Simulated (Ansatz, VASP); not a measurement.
# Mg: VASP beside Ansatz

```
CELL_PARAMETERS angstrom
14.00000 0.00000 0.00000
0.00000 14.40000 0.00000
0.00000 0.00000 14.80000
ATOMIC_POSITIONS crystal
Mg 0.50000 0.50000 0.50000
```

Alike in both runs: task single point; functional r2SCAN; k mesh 1 × 1 × 1; occupations fermi-dirac, width 0.01 eV; collinear spin.

|  | VASP | Ansatz |
| --- | --- | --- |
| version | VASP 6.6.1 | Ansatz 0.2.0 |
| potentials or method | VASP PAW PBE potentials, release 64 (Mg), cutoff 520 eV | plane waves (500 eV) with PAW, scalar-relativistic |
| valence electrons in the cell | 2 | 10 |

Ansatz gave:

| Quantity | Value |
| --- | --- |
| gap on the k mesh at the Fermi level (eV) | 3.65 |
| net moment per atom (μB) | 0.00 |

Question: Which values does VASP return?

Answer: gap on the k mesh at the Fermi level (eV): 3.66; net moment per atom (μB): 0.00.

VASP's potentials were made for PBE, not for r2SCAN. VASP's potentials hold 2 valence electrons a cell and Ansatz's 10, so a difference there can come from the potentials and not from the codes. Ansatz's warnings: seeded moment not kept, stability check not made, xc potential rough in thin density.
